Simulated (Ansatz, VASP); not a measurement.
Si: VASP beside Ansatz

Contents of INCAR:

```
SYSTEM = Si
ALGO     = Normal         ! electronic algorithm
EDIFF    = 1E-6           ! SCF threshold, eV
ENCUT    = 520            ! plane-wave cutoff, eV
GGA      = PE             ! functional
ISIF     = 2              ! what is computed and relaxed
ISMEAR   = 0              ! smearing method
LASPH    = .TRUE.         ! aspherical terms in the spheres
LCHARG   = .FALSE.        ! write CHGCAR
LREAL    = .FALSE.        ! projectors in reciprocal space
LWAVE    = .FALSE.        ! write WAVECAR
NBANDS   = 26             ! bands
NELM     = 60             ! most SCF steps
PREC     = Accurate       ! precision mode
SIGMA    = 0.15           ! smearing width, eV
```

Contents of KPOINTS:

```
k-points
0
G
  10 10 10
  0 0 0
```

POSCAR

```
Si
1.0
   -3.3441731918      3.3441731918      3.2124127681
    3.3441731918     -3.3441731918      3.2124127681
    3.3441731918      3.3441731918     -3.2124127681
Si
8
Direct
    0.2028545115      0.2028545115      0.2028545115
    0.5000000000      0.0000000000      0.2971454885
    0.2971454885      0.5000000000      0.0000000000
    0.0000000000      0.2971454885      0.5000000000
    0.7971454885      0.7971454885      0.7971454885
    0.5000000000      0.0000000000      0.7028545115
    0.7028545115      0.5000000000      0.0000000000
    0.0000000000      0.7028545115      0.5000000000
```

Input for Ansatz:

```yaml
crystal:
  lattice:
    - [-3.3441731918, 3.3441731918, 3.2124127681]
    - [3.3441731918, -3.3441731918, 3.2124127681]
    - [3.3441731918, 3.3441731918, -3.2124127681]
  atoms:
    - { symbol: Si, position: [0.2028545115, 0.2028545115, 0.2028545115] }
    - { symbol: Si, position: [0.5, 0.0, 0.2971454885] }
    - { symbol: Si, position: [0.2971454885, 0.5, 0.0] }
    - { symbol: Si, position: [0.0, 0.2971454885, 0.5] }
    - { symbol: Si, position: [0.7971454885, 0.7971454885, 0.7971454885] }
    - { symbol: Si, position: [0.5, 0.0, 0.7028545115] }
    - { symbol: Si, position: [0.7028545115, 0.5, 0.0] }
    - { symbol: Si, position: [0.0, 0.7028545115, 0.5] }
basis:
  ecutwfc: 420
kpoints:
  mp_grid: { grid: [10, 10, 10] }
hamiltonian:
  xc: pbe
  pseudopotentials: { kind: paw, azcp: { folder: soft_1 } }
scf:
  occupations: { method: gaussian, width: 0.15 }
output:
  forces: true
  stress: true
  eigenvalues: true
```

Alike in both runs: task single point; functional PBE; k mesh 10 × 10 × 10; occupations gaussian, width 0.15 eV; no spin polarisation.

|  | VASP | Ansatz |
| --- | --- | --- |
| version | VASP 6.6.1 | Ansatz 0.2.0 |
| potentials or method | VASP PAW PBE potentials, release 64 (Si), cutoff 520 eV | scalar-relativistic, plane waves, PAW |
| valence electrons in the cell | 32 | 32 |

|  | VASP | Ansatz | Ansatz less VASP |
| --- | --- | --- | --- |
| gap on the k mesh at the Fermi level (eV) | none | none | - |
| pressure (GPa) | 2.7 | 2.8 | +0.07 |
| traceless stress, the component that is largest in VASP (GPa) | 4.04 | 4.04 | -0.005 |
| rms of the force components (eV/Å) | 0.171 | 0.172 | +0.0010 |

Atom by atom the forces differ by 0.001 eV/Å (rms over components). A gap of «none» marks a metal or a gap that the smearing closes. With one functional, cell and mesh, what is left measures potentials, basis and numerics.
